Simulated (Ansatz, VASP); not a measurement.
# Si: VASP beside Ansatz

```
Si
1.0
     2.59162    1.49627    8.74873
    -2.59162    1.49627    8.74873
     0.00000   -2.99254    8.74873
Si
12
Direct
  0.04992 0.54168 0.04992
  0.04992 0.04992 0.54168
  0.54168 0.04992 0.04992
  0.95008 0.45832 0.95008
  0.45832 0.95008 0.95008
  0.95008 0.95008 0.45832
  0.20891 0.70494 0.20891
  0.20891 0.20891 0.70494
  0.70494 0.20891 0.20891
  0.79109 0.29506 0.79109
  0.29506 0.79109 0.79109
  0.79109 0.79109 0.29506
```

Alike in both runs: task relaxation of cell and atoms; functional PBE; k mesh 9 × 9 × 9; occupations gaussian, width 0.1 eV; no spin polarisation.

```csv
,VASP,Ansatz
version,VASP 6.6.1,Ansatz 0.2.0
potentials or method,"VASP PAW PBE potentials, release 64 (Si), cutoff 600 eV","scalar-relativistic, plane waves, PAW"
valence electrons in the cell,48,48
```

|  | VASP | Ansatz | Ansatz less VASP |
| --- | --- | --- | --- |
| gap on the k mesh at the Fermi level, each at its own relaxed structure (eV) | none | none | - |
| relaxed volume (Å³/atom) | 16.96 | 16.96 | 0.000 |
| relaxed length of the cell vector where the two differ most in proportion (Å) | 9.246 | 9.246 | 0.0000 |

A gap of «none» marks a metal or a gap that the smearing closes.

Noted on VASP's run: the relaxation stopped at its first step, so nothing moved.
